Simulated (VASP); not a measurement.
# ZnS (P6_3mc) in VASP: a series of runs, part 2 of 2

VASP 6.6.1.

**4. Relaxation of the atoms, r2SCAN (strain along c alone, the other axes held: +2.0 %)**

POSCAR

```
ZnS
1.0
    3.8065185602      0.0000000000      0.0000000000
   -1.9032592801      3.2965417732      0.0000000000
    0.0000000000      0.0000000000      6.3696989416
Zn S
2 2
Direct
    0.3333333333      0.6666666667      0.0012013577
    0.6666666667      0.3333333333      0.5012013577
    0.3333333333      0.6666666667      0.3737986423
    0.6666666667      0.3333333333      0.8737986423
```

INCAR.step1

```
SYSTEM = ZnS
  PREC = Accurate
  ENCUT = 520
  ISMEAR = 0
  SIGMA = 0.02
  LREAL = .FALSE.
  LASPH = .TRUE.
  NELM = 100
  GGA = PE
  ALGO = Normal
  EDIFF = 1E-4
  LWAVE = .TRUE.
  LCHARG = .FALSE.
```

INCAR.step2

```
SYSTEM = ZnS
  PREC = Accurate
  ENCUT = 520
  EDIFF = 1E-7
  ISMEAR = 0
  SIGMA = 0.02
  LREAL = .FALSE.
  LASPH = .TRUE.
  NELM = 100
  ALGO = Normal
  ISIF = 2
  LWAVE = .FALSE.
  LCHARG = .FALSE.
  METAGGA = R2SCAN
  LMIXTAU = .TRUE.
  IBRION = 2
  NSW = 60
  EDIFFG = -0.008
  ISTART = 1
```

KPOINTS

```
Automatic mesh
0
G
  6 6 4
  0 0 0
```

Launch:

```console
$ cat potpaw_PBE.64/Zn/POTCAR potpaw_PBE.64/S/POTCAR > POTCAR
$ cp INCAR.step1 INCAR
$ mpirun -np 1 vasp_std > vasp.out
$ cp INCAR.step2 INCAR
$ mpirun -np 1 vasp_std > vasp.out
```

Run time: 3.4 min. Hardware: 1 thread of AMD EPYC 9R45 (Zen 5), shared host; peak memory 0.19 GiB.

The run converged. Its results:

| Item | Value |
| --- | --- |
| Free energy | -37.7061 eV |
| Energy gained by relaxing | 0.1 meV/atom |
| Ionic steps | 3 |
| Pressure after relaxing | -1.5 GPa |
| Band gap on the k mesh | 2.63 eV |

Stress tensor (GPa, compression positive):
```
-0.74  0.00  0.00
 0.00 -0.74  0.00
 0.00  0.00 -2.92
```

Step by step:
| step | energy change (eV) | largest force (eV/Å) | pressure (GPa) |
| --- | --- | --- | --- |
| 1 | 0.0000 | 0.0348 | -1.45 |
| 2 | -0.0002 | 0.0187 | -1.46 |
| 3 | -0.0003 | 0.0000 | -1.47 |

Final structure:
```yaml
crystal:
  lattice:
    - [3.80652, 0.00000, 0.00000]
    - [-1.90326, 3.29654, 0.00000]
    - [0.00000, 0.00000, 6.36970]
  atoms:
    - { symbol: Zn, position: [0.33333, 0.66667, 0.00177] }
    - { symbol: Zn, position: [0.66667, 0.33333, 0.50177] }
    - { symbol: S, position: [0.33333, 0.66667, 0.37323] }
    - { symbol: S, position: [0.66667, 0.33333, 0.87323] }
```

Levels at points of the mesh, in eV from the valence-band top:
| k point | band 14 | band 15 | band 16 | band 17 | band 18 | band 19 | band 20 | band 21 | band 22 |
| --- | --- | --- | --- | --- | --- | --- | --- | --- | --- |
| (0.00, 0.00, 0.00) | -0.85 | -0.85 | -0.18 | 0.00 | 0.00 | 2.63 | 3.73 | 6.88 | 6.88 |
| (0.50, 0.00, 0.00) | -4.15 | -3.30 | -2.20 | -1.73 | -0.90 | 4.13 | 4.65 | 5.35 | 7.36 |
| (0.00, 0.00, 0.50) | -2.96 | -0.44 | -0.44 | -0.44 | -0.44 | 4.11 | 4.11 | 7.17 | 7.17 |
| (0.50, 0.00, 0.50) | -4.89 | -1.73 | -1.73 | -1.60 | -1.60 | 3.87 | 3.87 | 5.63 | 5.63 |

Caveat: the cell differs from its parent crystal (strain along c alone, the other axes held: +2.0 %); the PAW data sets were made with another functional, which shifts forces and pressure a little.

**5. Single point, r2SCAN (biaxial strain in the a-b plane: +2.0 %)**

POSCAR

```
ZnS
1.0
    3.8826489718      0.0000000000      0.0000000000
   -1.9413244859      3.3624726435      0.0000000000
    0.0000000000      0.0000000000      6.1698651984
Zn S
2 2
Direct
    0.3333333333      0.6666666667     -0.0010568505
    0.6666666667      0.3333333333      0.4989431495
    0.3333333333      0.6666666667      0.3760568505
    0.6666666667      0.3333333333      0.8760568505
```

INCAR.step1, as its differences from that of step 4:

```diff
@@ -8,2 +8,3 @@
   NELM = 100
+  NBANDS = 26
   GGA = PE
```

INCAR.step2, as its differences from that of step 4:

```diff
@@ -3,3 +3,3 @@
   ENCUT = 520
-  EDIFF = 1E-7
+  EDIFF = 1E-6
   ISMEAR = 0
@@ -15,5 +15,3 @@
   LMIXTAU = .TRUE.
-  IBRION = 2
-  NSW = 60
-  EDIFFG = -0.008
+  NBANDS = 26
   ISTART = 1
```

KPOINTS

```
regular mesh
0
G
  6 6 4
  0 0 0
```

Potentials or basis: VASP PAW PBE potentials, release 64 (Zn, S).

Launch:

```console
$ cat potpaw_PBE.64/Zn/POTCAR potpaw_PBE.64/S/POTCAR > POTCAR
$ cp INCAR.step1 INCAR
$ mpirun -np 1 vasp_std > vasp.out
$ cp INCAR.step2 INCAR
$ mpirun -np 1 vasp_std > vasp.out
```

OUTCAR:

```text
SYSTEM = ZnS
   PREC = Accurate
   ENCUT = 520
   EDIFF = 1E-6
   ISMEAR = 0
   LREAL = .FALSE.
   LASPH = .TRUE.
   NELM = 100
   ISIF = 2
   METAGGA = R2SCAN
   ISTART = 1

 ion  position               nearest neighbor table
   1  0.333  0.667  0.999-   3 2.33   4 2.37   4 2.37   4 2.37
   2  0.667  0.333  0.499-   4 2.33   3 2.37   3 2.37   3 2.37
   3  0.333  0.667  0.376-   1 2.33   2 2.37   2 2.37   2 2.37
   4  0.667  0.333  0.876-   2 2.33   1 2.37   1 2.37   1 2.37

  LATTYP: Found a hexagonal cell.
 ALAT       =     3.8826489718
 C/A-ratio  =     1.5890865343

  Lattice vectors:

 A1 = (   3.8826489718,   0.0000000000,   0.0000000000)
 A2 = (  -1.9413244859,   3.3624726435,   0.0000000000)
 A3 = (   0.0000000000,   0.0000000000,   6.1698651984)

Analysis of symmetry for initial positions (statically):
=====================================================================
 Subroutine PRICEL returns:
 Original cell was already a primitive cell.

 Routine SETGRP: Setting up the symmetry group for a
 hexagonal supercell.

 Subroutine GETGRP returns: Found 12 space group operations
 (whereof  6 operations were pure point group operations)
 out of a pool of 24 trial point group operations.

The static configuration has the point symmetry C_3v.
 The point group associated with its full space group is C_6v.

Analysis of symmetry for dynamics (positions and initial velocities):
=====================================================================
 Subroutine PRICEL returns:
 Original cell was already a primitive cell.

 Routine SETGRP: Setting up the symmetry group for a
 hexagonal supercell.

 Subroutine GETGRP returns: Found 12 space group operations
 (whereof  6 operations were pure point group operations)
 out of a pool of 24 trial point group operations.

The dynamic configuration has the point symmetry C_3v.
 The point group associated with its full space group is C_6v.

 Subroutine INISYM returns: Found 12 space group operations
 (whereof  6 operations are pure point group operations),
 and found     1 'primitive' translations
[... 115 lines left out ...]
     AMIX_MAG =   1.60;   BMIX_MAG =  1.00
  volume/ion in A,a.u.               =      20.14       135.89
  Fermi-wavevector in a.u.,A,eV,Ry     =   1.251665  2.365304 21.315779  1.566666
  Thomas-Fermi vector in A             =   2.385602
   LORBIT       =      0    0 simple, 1 ext, 2 COOP (PROOUT), +10 PAW based schemes
   METAGGA = R2SCAN    functional components
   LHFCALC =     F    Hartree Fock is set to
   AEXX    =    0.0000 exact exchange contribution
   IVDW    =     0    specifies the selected vdW correction
   LEPSILON=     F    determine dielectric tensor
   LRPA    =     F    only Hartree local field effects (RPA)
 non-spin polarized calculation
 Gauss-broadening in eV      SIGMA  =   0.02
  energy-cutoff  :      520.00
  volume of cell :       80.55
 maximum number of plane-waves:      2189
 NGX is ok and might be reduce to    30
   NGX = 15   NGY = 15   NGZ = 23

 number of electron      35.9999981 magnetization

 Free energy of the ion-electron system (eV)
  ---------------------------------------------------
  ext. energy  EPLUGINS =         0.00000000
  ---------------------------------------------------
  free energy    TOTEN  =       -37.68901496 eV

  energy without entropy =      -37.68901496  energy(sigma->0) =      -37.68901496

 E-fermi :   1.7411     XC(G=0): -10.1705

 val. band max:        1.6584769989   @ k =   0.0000   0.0000   0.0000
 cond. band min:       4.3373078898   @ k =   0.0000   0.0000   0.0000
 fundamental gap:      2.6788308909
 Fermi energy:         1.7411008057

 k-point     1 :       0.0000    0.0000    0.0000
  band No.  band energies     occupation
      1     -11.8954      2.00000
      2     -10.9179      2.00000
      3      -4.7661      2.00000
      4      -4.7476      2.00000
      5      -4.7475      2.00000
      6      -4.6574      2.00000
[... 598 lines left out ...]
     25      11.8297      0.00000
     26      11.8297      0.00000

------------------------ aborting loop because EDIFF is reached ----------------------------------------

  FORCE on cell =-STRESS in cart. coord.  units (eV):
  Direction    XX          YY          ZZ          XY          YZ          ZX
  --------------------------------------------------------------------------------------
  -------------------------------------------------------------------------------------
  Total       -1.5695958     -1.5695958      0.3222242      0.0000000      0.0000000      0.0000000
  in kB      -31.2202115    -31.2202115      6.4092352      0.0000000      0.0000000      0.0000000
  external PRESSURE =     -18.6770626 kB  Pullay stress =       0.0000000 kB

 VOLUME and BASIS-vectors are now :
 -----------------------------------------------------------------------------
  energy-cutoff  :      520.00
  volume of cell :       80.55
      direct lattice vectors                 reciprocal lattice vectors
     3.882648972  0.000000000  0.000000000     0.257556119  0.148700095  0.000000000
    -1.941324486  3.362472643  0.000000000     0.000000000  0.297400189  0.000000000
     0.000000000  0.000000000  6.169865198     0.000000000  0.000000000  0.162078095

 POSITION                                       TOTAL-FORCE (eV/Angst)
 -----------------------------------------------------------------------------------
     -0.00000      2.24165      6.16334        -0.000000     -0.000000     -0.092593
      1.94132      1.12082      3.07841        -0.000000      0.000000     -0.092593
     -0.00000      2.24165      2.32022         0.000000      0.000000      0.092593
      1.94132      1.12082      5.40515         0.000000      0.000000      0.092593
 -----------------------------------------------------------------------------------
    total drift:                               -0.000000     -0.000000      0.016862

  FREE ENERGIE OF THE ION-ELECTRON SYSTEM (eV)
  ---------------------------------------------------
  free  energy   TOTEN  =       -37.6890149600 eV

  energy  without entropy=      -37.6890149600  energy(sigma->0) =      -37.68901496
```

OUTCAR.step1:

```text
SYSTEM = ZnS
   PREC = Accurate
   ENCUT = 520
   ISMEAR = 0
   LREAL = .FALSE.
   LASPH = .TRUE.
   NELM = 100
[... 834 lines left out ...]
      1.94132      1.12082      3.07841        -0.000000     -0.000000     -0.107747
     -0.00000      2.24165      2.32022        -0.000000     -0.000000      0.107747
      1.94132      1.12082      5.40515         0.000000     -0.000000      0.107747
 -----------------------------------------------------------------------------------
    total drift:                               -0.000000     -0.000001     -0.001039

  FREE ENERGIE OF THE ION-ELECTRON SYSTEM (eV)
  ---------------------------------------------------
  free  energy   TOTEN  =       -13.6731840407 eV

  energy  without entropy=      -13.6731840407  energy(sigma->0) =      -13.67318404
```

It took 1.7 min on 1 thread of Intel Xeon Platinum 8559C (Emerald Rapids), shared host; peak memory 0.22 GiB.

What came out:

```
Free energy            : -37.6890 eV
Pressure               : -1.9 GPa
Largest force          : 0.093 eV/Å
Band gap on the k mesh : 2.68 eV
```

Forces in eV/Å, atoms in the order of the input:
```
Zn   0.000  0.000 -0.093
Zn   0.000  0.000 -0.093
S    0.000  0.000  0.093
S    0.000  0.000  0.093
```

Caveat: the cell differs from its parent crystal (biaxial strain in the a-b plane: +2.0 %); the PAW data sets were made with another functional, which shifts forces and pressure a little.

**6. Overview**

| task | cell | cutoff (eV) | gap on the mesh (eV) | pressure (GPa) | largest force (eV/Å) |
| --- | --- | --- | --- | --- | --- |
| relaxation of cell and atoms | relaxed to -2 GPa from a = 3.831, b = 3.831, c = 6.285 Å, angles 90.0, 90.0, 120.0°, 4 atoms, atomic positions A | 600 | 2.66 | -2.0 | 0.01 |
| relaxation of the atoms | atoms relaxed from a = 3.807, b = 3.807, c = 6.057 Å, angles 90.0, 90.0, 120.0°, 4 atoms, atomic positions B | 520 | 2.95 | 2.6 | 0.01 |
| relaxation of the atoms | atoms relaxed from a = 3.807, b = 3.807, c = 6.370 Å, angles 90.0, 90.0, 120.0°, 4 atoms, atomic positions C | 520 | 2.63 | -1.5 | - |
| single point | a = 3.883, b = 3.883, c = 6.170 Å, angles 90.0, 90.0, 120.0°, 4 atoms, atomic positions D | 520 | 2.68 | -1.9 | 0.09 |

Alike in all rows: level r2SCAN; potentials or basis VASP PAW PBE potentials, release 64 (Zn, S); no spin polarisation; k mesh 6 × 6 × 4; smearing gaussian 0.02 eV.

Caveats: the PAW data sets were made with another functional, which shifts forces and pressure a little; the cell is relaxed towards a set pressure, so the run minimises the enthalpy, not the energy (at least some runs).

Absolute energies hang on the potentials; compare differences alone.
